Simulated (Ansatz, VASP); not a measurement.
One calculation of BaCr, two programs

```
Ba Cr
1.0
     4.12341    0.00000    0.00000
     0.00000    4.12341    0.00000
     0.00000    0.00000    4.12341
Ba Cr
1 1
Direct
  0.00000 0.00000 0.00000
  0.50000 0.50000 0.50000
```

Alike in both runs: functional PBE; k mesh 6 × 6 × 6; occupations gaussian, width 0.1 eV; collinear spin.

Ansatz relaxed the structure, and its values are those at the end. VASP's run is a single point on that final structure, the one shown.

```csv
,VASP,Ansatz
version,VASP 6.6.1,Ansatz 0.2.0
potentials or method,"VASP PAW PBE potentials, release 64 (Ba_sv, Cr_pv), cutoff 520 eV","scalar-relativistic, plane waves, PAW"
valence electrons in the cell,22,24
```

Ansatz gave:

| Quantity | Value |
| --- | --- |
| gap on the k mesh at the Fermi level (eV) | none |
| pressure (GPa) | 0.3 |
| net moment per atom (μB) | 2.26 |
| size of the moment on the site where the two differ most (μB) | 4.32 |

**Question.** What did VASP give for the same quantities?

**Answer.** gap on the k mesh at the Fermi level (eV): none; pressure (GPa): 0.6; net moment per atom (μB): 2.26; size of the moment on the site where the two differ most (μB): 3.98.

Site moments also hang on the region over which each program counts them. A gap of «none» marks a metal or a gap that the smearing closes. VASP's potentials hold 22 valence electrons a cell and Ansatz's 24, so a difference there can come from the potentials and not from the codes.

Neither program's run includes spin-orbit coupling.
